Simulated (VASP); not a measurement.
A run of VASP 6.6.1:

File INCAR:

```
SYSTEM = TiSi2
PREC     = Accurate       ! precision mode
ENCUT    = 600            ! plane-wave cutoff, eV
EDIFF    = 1E-7           ! SCF threshold, eV
ISMEAR   = 0              ! smearing method
SIGMA    = 0.1            ! smearing width, eV
LREAL    = .False.        ! projectors in reciprocal space
LASPH    = .True.         ! aspherical terms in the spheres
NELM     = 80             ! most SCF steps
ALGO     = Normal         ! electronic algorithm
ISIF     = 4              ! what is computed and relaxed
LWAVE    = .False.        ! write WAVECAR
LCHARG   = .False.        ! write CHGCAR
GGA      = PE             ! functional
IBRION   = 2              ! ionic algorithm
NSW      = 50             ! ionic steps
EDIFFG   = -0.01          ! ionic threshold
```

Contents of KPOINTS:

```
regular mesh
0
Gamma
  10 10 10
  0 0 0
```

Contents of POSCAR:

```
TiSi2
1.0
    0.0000000000      3.9920366573      4.1663234801
    2.3275667202      0.0000000000      4.1663234801
    2.3275667202      3.9920366573      0.0000000000
Ti Si
2 4
Direct
    0.7500000000      0.7500000000      0.7500000000
    0.5000000000      0.5000000000      0.5000000000
    0.0865011973      0.4134988027      0.0865011973
    0.4134988027      0.0865011973      0.4134988027
    0.1634988027      0.8365011973      0.1634988027
    0.8365011973      0.1634988027      0.8365011973
```

Potentials or basis: VASP PAW PBE potentials, release 64 (Ti_sv, Si).

The run is started by

```bash
$ cat potpaw_PBE.64/Ti_sv/POTCAR potpaw_PBE.64/Si/POTCAR > POTCAR
$ mpirun -np 1 vasp_std > vasp.out
```

Hardware: 1 thread of Intel Xeon 8259CL, on a shared host.

Q: How long does it take, and how much memory?

A: It took 25 min on 1 thread of Intel Xeon 8259CL, with other jobs on the host, peak memory 0.52 GiB. Counts: scf iterations 29, k points 171, ion steps 3.
